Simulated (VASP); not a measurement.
A run of VASP 6.6.1 is set up as follows.

The input INCAR:

```
PREC = Accurate
ENCUT = 520
EDIFF = 1E-6
ISMEAR = -1
SIGMA = 0.0552
LREAL = F
LASPH = T
NELM = 120
ALGO = Normal
ISIF = 2
LWAVE = F
LCHARG = T
GGA = PE
LELF = T
LVHAR = T
NBANDS = 61
ISYM = 0
GGA_COMPAT = F
```

Contents of KPOINTS:

```
regular mesh
0
Gamma
  1 1 1
```

The input POSCAR:

```
NaMg5Cl11
1.0
    7.3358240000     -0.1022000000     -0.1754900000
   -0.1022000000      7.4901820000     -0.1860490000
   -0.1754900000     -0.1860490000      8.0546370000
Na Cl Mg
1 11 5
Direct
    0.5388384668      0.9015721547      0.6135761749
    0.6791210329      0.3675111481      0.8912287458
    0.9915914627      0.4949194023      0.1406444071
    0.4160240793      0.2394034356      0.1988112978
    0.7835587240      0.1487482901      0.5154129467
    0.9160397137      0.7800947676      0.7057577717
    0.1385710995      0.3810131649      0.5781164267
    0.6632517629      0.8862457557      0.1810580897
    0.5809021822      0.5813222865      0.4334208921
    0.2009159327      0.8753758278      0.3668101411
    0.0191216765      0.0295258953      1.0184096349
    0.3605980628      0.7712525885      0.8773771092
    0.8258975479      0.4387243436      0.6209893737
    0.3244436508      0.9528826110      0.1286222425
    0.8691314053      0.7392081030     -0.0065305490
    0.7722550837      0.1890554956      0.1385258740
    0.2683986435      0.5222309038      0.3611101053
```

Potentials or basis: VASP PAW PBE potentials, release 64 (Na_pv, Cl, Mg).

Launch:

```sh
$ cat potpaw_PBE.64/Na_pv/POTCAR potpaw_PBE.64/Cl/POTCAR potpaw_PBE.64/Mg/POTCAR > POTCAR
$ mpirun -np 1 vasp_gam > vasp.out
```

Task: Estimate the largest force.

Result: 1.440 eV/Å.

Task: What does it give for the pressure?

Result: 1.1 GPa.

Stress tensor (GPa, compression positive):
```
1.50 1.14 0.96
1.14 1.01 0.87
0.96 0.87 0.80
```

Caveat: the k points lie up to 0.86 Å⁻¹ apart; the atoms stand as in a frame of molecular dynamics.
